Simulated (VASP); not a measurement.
Runs of VASP 6.6.1 on Al. The structure is that of space group Im-3m (No. 229), or close to it. The cells are those of the table. 

| task | level | cell | k mesh | cutoff (eV) | smearing | grid for exact exchange (PRECFOCK) | share of exact exchange | screening parameter | ions in elastic constants | gap on the mesh (eV) | pressure (GPa) |
| --- | --- | --- | --- | --- | --- | --- | --- | --- | --- | --- | --- |
| single point | PBEsol-based screened hybrid | a = 2.782 Å, angles 109.5°, 1 atom | 6 × 6 × 6 | 520 | fermi-dirac 0.05 eV | Normal | 0.25 | 0.207 1/Å | - | none | 0.1 |
| single point | PBE-based screened hybrid | a = 2.756 Å, angles 109.5°, 1 atom | 7 × 7 × 7 | 520 | fermi-dirac 0.1 eV | Normal | 0.25 | 0.3 1/Å | - | none | 2.4 |
| single point | PBE | a = 2.756 Å, angles 109.5°, 1 atom | 12 × 12 × 12 | 520 | gaussian 0.022 eV | - | - | - | - | none | (b) |
| single point | r2SCAN | a = 2.774 Å, angles 109.5°, 1 atom | 12 × 12 × 12 | 520 | fermi-dirac 0.05 eV | - | - | - | - | none | -1.5 |
| single point | r2SCAN | a = 2.792 Å, angles 109.5°, 1 atom | 12 × 12 × 12 | 520 | fermi-dirac 0.05 eV | - | - | - | - | none | -2.9 |
| single point | PBEsol | a = 2.683 Å, angles 109.5°, 1 atom | 12 × 12 × 12 | 520 | fermi-dirac 0.05 eV | - | - | - | - | none | (a) |
| single point | HF | a = 2.871 Å, angles 109.5°, 1 atom | 6 × 6 × 6 | 520 | fermi-dirac 0.05 eV | Normal | - | - | - | none | 8.4 |

Alike in all rows: potentials or basis VASP PAW PBE potentials, release 64 (Al); no spin polarisation.

Question: Estimate the missing entries.

Answer: (a) 10.0; (b) 3.9.

Caveats: some runs use coarse meshes; the PAW data sets were made with another functional, which shifts forces and pressure a little (some runs).

A gap of «none» marks levels without a gap at the run's occupations.
